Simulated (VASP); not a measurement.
# TiSi16 (a cell with a defect) in VASP: a series of runs

TiSi16 (a cell with a defect) is run at these levels: LDA; tasks: single point.

Everything below comes from runs of VASP 6.6.1. Logs are shortened: lines on timing, memory, paths and dates and some standing lists are left out, and cuts for length are marked.

## (1) The cell of the first run

The cell holds a defect, 17 atoms: a = 7.679 Å, b = 7.679 Å, c = 7.679 Å, α = 60.00°, β = 60.00°, γ = 60.00°.

## (2) Single point, LDA

Contents of INCAR:

```
SYSTEM = TiSi16
PREC = Accurate
ENCUT = 520
EDIFF = 1E-7
ISMEAR = -1
SIGMA = 0.02
LREAL = Auto
LASPH = .True.
NELM = 100
ALGO = Normal
ISIF = 2
LWAVE = .False.
LCHARG = .False.
GGA = CA
NBANDS = 52
```

Contents of KPOINTS:

```
Automatic mesh
0
Gamma
  2 2 2
  0 0 0
```

Contents of POSCAR:

```
TiSi16
1.0
    0.0000000000      5.4300000000      5.4300000000
    5.4300000000      0.0000000000      5.4300000000
    5.4300000000      5.4300000000      0.0000000000
Si Ti
16 1
Direct
    0.0030869908      0.0025769815     -0.0092185272
    0.1271060885      0.1265952301      0.1129805637
    0.0064053000      0.0060601597      0.4871231497
    0.1264186347      0.1258477200      0.6208255712
    0.0073480056      0.5003658529     -0.0089841988
    0.1270864304      0.6323857467      0.1130069674
    0.0066592115      0.4992753236      0.4871012701
    0.1406234195      0.6241296643      0.6100042845
    0.5008790584      0.0069497108     -0.0091433513
    0.6328693489      0.1266031210      0.1129801375
    0.4998807464      0.0061828587      0.4871042651
    0.6246116841      0.1403928093      0.6098578612
    0.5008364563      0.5003681635     -0.0088907062
    0.6255932179      0.6250977238      0.1233284366
    0.5044390848      0.5042736525      0.4866687788
    0.6248323813      0.6242463646      0.6100705003
    0.7540687809      0.7537716070      0.7378030072
```

Potentials or basis: VASP PAW LDA potentials, release 64 (Si, Ti_sv).

Launch:

```sh
cat potpaw_LDA.64/Si/POTCAR potpaw_LDA.64/Ti_sv/POTCAR > POTCAR
mpirun -np 1 vasp_std > vasp.out
```

OUTCAR:

```text
SYSTEM = TiSi16
   PREC = Accurate
   ENCUT = 520
   EDIFF = 1E-7
   ISMEAR = -1
   LREAL = Auto
   LASPH = .True.
   NELM = 100
   ISIF = 2
   GGA = CA

 ion  position               nearest neighbor table
   1  0.003  0.003  0.991-   4 2.32   6 2.32  10 2.32   2 2.32
   2  0.127  0.127  0.113-   1 2.32   5 2.34   9 2.34   3 2.35
   3  0.006  0.006  0.487-   4 2.34   2 2.35  12 2.39   8 2.40  17 2.74
   4  0.126  0.126  0.621-   1 2.32   7 2.34  11 2.34   3 2.34
   5  0.007  0.500  0.991-   6 2.34   2 2.34   8 2.39  14 2.39  17 2.75
   6  0.127  0.632  0.113-   1 2.32   5 2.34  13 2.34   7 2.35
   7  0.007  0.499  0.487-   4 2.34   6 2.35   8 2.39  16 2.39  17 2.74
   8  0.141  0.624  0.610-  15 2.28   5 2.39   7 2.39   3 2.40  17 2.42
   9  0.501  0.007  0.991-  10 2.34   2 2.34  12 2.39  14 2.39  17 2.75
  10  0.633  0.127  0.113-   1 2.32  13 2.34   9 2.34  11 2.35
  11  0.500  0.006  0.487-   4 2.34  10 2.35  12 2.39  16 2.40  17 2.74
  12  0.625  0.140  0.610-  15 2.28   9 2.39  11 2.39   3 2.39  17 2.42
  13  0.501  0.500  0.991-   6 2.34  10 2.34  16 2.39  14 2.39  17 2.75
  14  0.626  0.625  0.123-  15 2.28  13 2.39   5 2.39   9 2.39  17 2.42
  15  0.504  0.504  0.487-  14 2.28  16 2.28   8 2.28  12 2.28
  16  0.625  0.624  0.610-  15 2.28  13 2.39   7 2.39  11 2.40  17 2.42
  17  0.754  0.754  0.738-  14 2.42  16 2.42   8 2.42  12 2.42   3 2.74  11 2.74   7 2.74   9 2.75
                             5 2.75  13 2.75

  LATTYP: Found a face centered cubic cell.
 ALAT       =    10.8600000000

  Lattice vectors:

 A1 = (   0.0000000000,   5.4300000000,   5.4300000000)
 A2 = (   5.4300000000,   0.0000000000,   5.4300000000)
 A3 = (   5.4300000000,   5.4300000000,   0.0000000000)

Analysis of symmetry for initial positions (statically):
=====================================================================
 Subroutine PRICEL returns:
 Original cell was already a primitive cell.

 Routine SETGRP: Setting up the symmetry group for a
 face centered cubic supercell.

 Subroutine GETGRP returns: Found  1 space group operations
 (whereof  1 operations were pure point group operations)
 out of a pool of 48 trial point group operations.

The static configuration has the point symmetry C_1 .

Analysis of symmetry for dynamics (positions and initial velocities):
=====================================================================
 Subroutine PRICEL returns:
 Original cell was already a primitive cell.

 Routine SETGRP: Setting up the symmetry group for a
 face centered cubic supercell.

 Subroutine GETGRP returns: Found  1 space group operations
 (whereof  1 operations were pure point group operations)
 out of a pool of 48 trial point group operations.

The dynamic configuration has the point symmetry C_1 .

 Subroutine INISYM returns: Found  1 space group operations
 (whereof  1 operations are pure point group operations),
 and found     1 'primitive' translations

----------------------------------------------------------------------------------------

                                     Primitive cell

  volume of cell :     320.2060

  direct lattice vectors                    reciprocal lattice vectors
     0.000000000  5.430000000  5.430000000    -0.092081031  0.092081031  0.092081031
     5.430000000  0.000000000  5.430000000     0.092081031 -0.092081031  0.092081031
     5.430000000  5.430000000  0.000000000     0.092081031  0.092081031 -0.092081031

  length of vectors
     7.679179644  7.679179644  7.679179644     0.159489025  0.159489025  0.159489025

  position of ions in fractional coordinates (direct lattice)
     0.003086991  0.002576981  0.990781473
     0.127106088  0.126595230  0.112980564
     0.006405300  0.006060160  0.487123150
     0.126418635  0.125847720  0.620825571
     0.007348006  0.500365853  0.991015801
     0.127086430  0.632385747  0.113006967
[... 9 lines left out ...]
     0.624832381  0.624246365  0.610070500
     0.754068781  0.753771607  0.737803007

  ion indices of the primitive-cell ions
   primitive index   ion index
                 1           1
                 2           2
                 3           3
                 4           4
                 5           5
                 6           6
[... 9 lines left out ...]
                16          16
                17          17

----------------------------------------------------------------------------------------

 KPOINTS: Automatic mesh

Automatic generation of k-mesh.
 Grid dimensions read from file:
 generate k-points for:    2    2    2

 Generating k-lattice:

  Cartesian coordinates                     Fractional coordinates (reciprocal lattice)
    -0.046040516  0.046040516  0.046040516     0.500000000  0.000000000  0.000000000
     0.046040516 -0.046040516  0.046040516     0.000000000  0.500000000  0.000000000
     0.046040516  0.046040516 -0.046040516     0.000000000  0.000000000  0.500000000

  Length of vectors
     0.079744512  0.079744512  0.079744512

  Shift w.r.t. Gamma in fractional coordinates (k-lattice)
     0.000000000  0.000000000  0.000000000

 Subroutine IBZKPT returns following result:
 ===========================================

 Found      8 irreducible k-points:

 Following reciprocal coordinates:
            Coordinates               Weight
  0.000000  0.000000  0.000000      1.000000
  0.500000  0.000000  0.000000      1.000000
  0.000000  0.500000  0.000000      1.000000
  0.000000  0.000000  0.500000      1.000000
  0.500000  0.500000  0.500000      1.000000
  0.500000  0.500000  0.000000      1.000000
  0.000000  0.500000  0.500000      1.000000
  0.500000  0.000000  0.500000      1.000000
   k-points           NKPTS =      8   k-points in BZ     NKDIM =      8   number of bands    NBANDS=     52
   number of dos      NEDOS =    301   number of ions     NIONS =     17
   total plane-waves  NPLWV = 216000
   dimension x,y,z NGX =    60 NGY =   60 NGZ =   60
   dimension x,y,z NGXF=   120 NGYF=  120 NGZF=  120
   ions per type =              16   1
   NGX,Y,Z   is equivalent  to a cutoff of  12.99, 12.99, 12.99 a.u.
   NGXF,Y,Z  is equivalent  to a cutoff of  25.98, 25.98, 25.98 a.u.
 SYSTEM =  TiSi16
   PREC   = accura    normal or accurate (medium, high low for compatibility)
   ISTART =      0    job   : 0-new  1-cont  2-samecut
   ICHARG =      2    charge: 1-file 2-atom 10-const
   ISPIN  =      1    spin polarized calculation?
   LNONCOLLINEAR =      F non collinear calculations
   LSORBIT =      F    spin-orbit coupling
   LASPH  =      T    aspherical Exc in radial PAW
   ENCUT  =  520.0 eV  38.22 Ry    6.18 a.u.  14.28 14.28 14.28*2*pi/ulx,y,z
   NELM   =    100;   NELMIN=  2; NELMDL= -5     # of ELM steps
   EDIFF  = 0.1E-06   stopping-criterion for ELM
   LREAL  =      T    real-space projection
   EDIFFG = 0.1E-05   stopping-criterion for IOM
   NSW    =      0    number of steps for IOM
   IBRION =     -1    ionic relax: 0-MD 1-quasi-New 2-CG
   NFREE  =      0    steps in history (QN), initial steepest desc. (CG)
   ISIF   =      2    stress and relaxation
   ISYM   =      2    0-nonsym 1-usesym 2-fastsym
   POTIM  = 0.5000    time-step for ionic-motion
   TEBEG  =    0.0;   TEEND  =   0.0 temperature during run
   PSTRESS=    0.0 pullay stress
   NELECT =      76.0000    total number of electrons
   NUPDOWN=      -1.0000    fix difference up-down
   EMIN   =  10.00;   EMAX   =-10.00  energy-range for DOS
   EFERMI =   0.00;   METHOD = LEGACY
   ISMEAR =    -1;   SIGMA  =   0.02  broadening in eV -4-tet -1-fermi 0-gaus
   EFERMI_NEDOS =   21; number of points for ismear=-14 and -15
   IALGO  =     38    algorithm
   IMIX   =      4    mixing-type and parameters
     AMIX     =   0.40;   BMIX     =  1.00
     AMIX_MAG =   1.60;   BMIX_MAG =  1.00
  volume/ion in A,a.u.               =      18.84       127.11
  Fermi-wavevector in a.u.,A,eV,Ry     =   1.013607  1.915439 13.978610  1.027399
  Thomas-Fermi vector in A             =   2.146786
   LORBIT       =      0    0 simple, 1 ext, 2 COOP (PROOUT), +10 PAW based schemes
   GGA     = CA    functional components
   LHFCALC =     F    Hartree Fock is set to
   AEXX    =    0.0000 exact exchange contribution
   IVDW    =     0    specifies the selected vdW correction
   LEPSILON=     F    determine dielectric tensor
   LRPA    =     F    only Hartree local field effects (RPA)
 non-spin polarized calculation
  energy-cutoff  :      520.00
  volume of cell :      320.21
 maximum number of plane-waves:      8646
 NGX is ok and might be reduce to    60
   NGX = 29   NGY = 29   NGZ = 29

 number of electron      76.0000003 magnetization

 Free energy of the ion-electron system (eV)
  ---------------------------------------------------
  ext. energy  EPLUGINS =         0.00000000
  ---------------------------------------------------
  free energy    TOTEN  =      -102.04202239 eV

  energy without entropy =     -102.01934189  energy(sigma->0) =     -102.03068214

 E-fermi :   6.8118     XC(G=0):  -9.9271

 val. band max:        6.7686473285   @ k =   0.0000   0.5000   0.5000
 cond. band min:       6.8354300728   @ k =   0.0000   0.0000   0.5000
 fundamental gap:      0.0667827443
 Fermi energy:         6.8118269088

 k-point     1 :       0.0000    0.0000    0.0000
  band No.  band energies     occupation
      1     -49.2746      2.00000
      2     -26.0395      2.00000
      3     -26.0380      2.00000
      4     -26.0323      2.00000
      5      -5.7687      2.00000
      6      -3.5480      2.00000
[... 42 lines left out ...]
     49       8.0711      0.00000
     50       8.3651      0.00000

 k-point     2 :       0.5000    0.0000    0.0000
  band No.  band energies     occupation
      1     -49.2746      2.00000
      2     -26.0395      2.00000
      3     -26.0380      2.00000
      4     -26.0323      2.00000
      5      -5.0596      2.00000
      6      -4.8511      2.00000
[... 42 lines left out ...]
     49       9.1486      0.00000
     50       9.7871      0.00000

 k-point     3 :       0.0000    0.5000    0.0000
  band No.  band energies     occupation
      1     -49.2746      2.00000
      2     -26.0395      2.00000
      3     -26.0380      2.00000
      4     -26.0323      2.00000
      5      -5.0597      2.00000
      6      -4.8511      2.00000
[... 42 lines left out ...]
     49       9.1475      0.00000
     50       9.7875      0.00000

 k-point     4 :       0.0000    0.0000    0.5000
  band No.  band energies     occupation
      1     -49.2746      2.00000
      2     -26.0395      2.00000
      3     -26.0380      2.00000
      4     -26.0323      2.00000
      5      -5.0594      2.00000
      6      -4.8510      2.00000
[... 42 lines left out ...]
     49       9.1540      0.00000
     50       9.7911      0.00000

 k-point     5 :       0.5000    0.5000    0.5000
  band No.  band energies     occupation
      1     -49.2746      2.00000
      2     -26.0395      2.00000
      3     -26.0380      2.00000
      4     -26.0323      2.00000
      5      -5.0595      2.00000
      6      -4.8511      2.00000
[... 42 lines left out ...]
     49       9.1495      0.00000
     50       9.7868      0.00000

 k-point     6 :       0.5000    0.5000    0.0000
  band No.  band energies     occupation
      1     -49.2746      2.00000
      2     -26.0395      2.00000
      3     -26.0380      2.00000
      4     -26.0323      2.00000
      5      -4.7326      2.00000
      6      -4.6583      2.00000
[... 42 lines left out ...]
     49       9.7407      0.00000
     50      10.4180      0.00000

 k-point     7 :       0.0000    0.5000    0.5000
  band No.  band energies     occupation
      1     -49.2746      2.00000
      2     -26.0395      2.00000
      3     -26.0380      2.00000
      4     -26.0323      2.00000
      5      -4.7328      2.00000
      6      -4.6580      2.00000
[... 42 lines left out ...]
     49       9.7405      0.00000
     50      10.4176      0.00000

 k-point     8 :       0.5000    0.0000    0.5000
  band No.  band energies     occupation
      1     -49.2746      2.00000
      2     -26.0395      2.00000
      3     -26.0380      2.00000
      4     -26.0323      2.00000
      5      -4.7328      2.00000
      6      -4.6581      2.00000
[... 42 lines left out ...]
     49       9.7406      0.00000
     50      10.4177      0.00000
 [bands above 50 left out]

------------------------ aborting loop because EDIFF is reached ----------------------------------------

  FORCE on cell =-STRESS in cart. coord.  units (eV):
  Direction    XX          YY          ZZ          XY          YZ          ZX
  --------------------------------------------------------------------------------------
  -------------------------------------------------------------------------------------
  Total        0.2420598      0.2422646      0.2565465     -0.0297812      0.0232675      0.0294029
  in kB        1.2111661      1.2121911      1.2836515     -0.1490125      0.1164210      0.1471200
  external PRESSURE =       1.2356696 kB  Pullay stress =       0.0000000 kB

 VOLUME and BASIS-vectors are now :
 -----------------------------------------------------------------------------
  energy-cutoff  :      520.00
  volume of cell :      320.21
      direct lattice vectors                 reciprocal lattice vectors
     0.000000000  5.430000000  5.430000000    -0.092081031  0.092081031  0.092081031
     5.430000000  0.000000000  5.430000000     0.092081031 -0.092081031  0.092081031
     5.430000000  5.430000000  0.000000000     0.092081031  0.092081031 -0.092081031

 POSITION                                       TOTAL-FORCE (eV/Angst)
 -----------------------------------------------------------------------------------
      5.39394      5.39671      0.03076         0.009019      0.008929     -0.008836
      1.30090      1.30367      1.37760         0.020066      0.019807      0.016358
      2.67799      2.67986      0.06769        -0.014413     -0.013408      0.007296
      4.05444      4.05754      1.36981        -0.026766     -0.025862      0.025317
      8.09820      5.42112      2.75689         0.000049      0.014332     -0.001999
      4.04748      1.30371      4.12393        -0.017864      0.022747     -0.021533
[... 9 lines left out ...]
      6.70234      6.70552      6.78250         0.000626     -0.000356      0.003504
      8.09925      8.10086      8.18757        -0.002686     -0.001520      0.001297
 -----------------------------------------------------------------------------------
    total drift:                               -0.008530     -0.009498      0.009859

  FREE ENERGIE OF THE ION-ELECTRON SYSTEM (eV)
  ---------------------------------------------------
  free  energy   TOTEN  =      -102.0420223885 eV

  energy  without entropy=     -102.0193418942  energy(sigma->0) =     -102.03068214
```

Wall time 3.3 min (1 thread of AMD EPYC 9R45 (Zen 5), shared host); peak memory 0.35 GiB.

What came out:

| Item | Value |
| --- | --- |
| Free energy | -102.0420 eV |
| Pressure | 0.1 GPa |
| Largest force | 0.045 eV/Å |
| Band gap on the k mesh | zero (band 38 reaches 6.84 eV, above the bottom of band 39 at 6.44 eV) |

Forces on the atoms (eV/Å):
```
Si   0.009  0.009 -0.009
Si   0.020  0.020  0.016
Si  -0.014 -0.013  0.007
Si  -0.027 -0.026  0.025
Si   0.000  0.014 -0.002
Si  -0.018  0.023 -0.022
Si  -0.004 -0.014  0.012
Si   0.001 -0.002  0.001
Si   0.016  0.002 -0.002
Si   0.023 -0.017 -0.020
Si  -0.015 -0.005  0.012
Si   0.001 -0.001  0.002
Si   0.000  0.002 -0.014
Si   0.011  0.009 -0.010
Si   0.001  0.002 -0.002
Si   0.001  0.000  0.004
Ti  -0.003 -0.002  0.001
```

Caveat: the k points lie up to 0.50 Å⁻¹ apart.

(Part 1 of 2 ends here.)
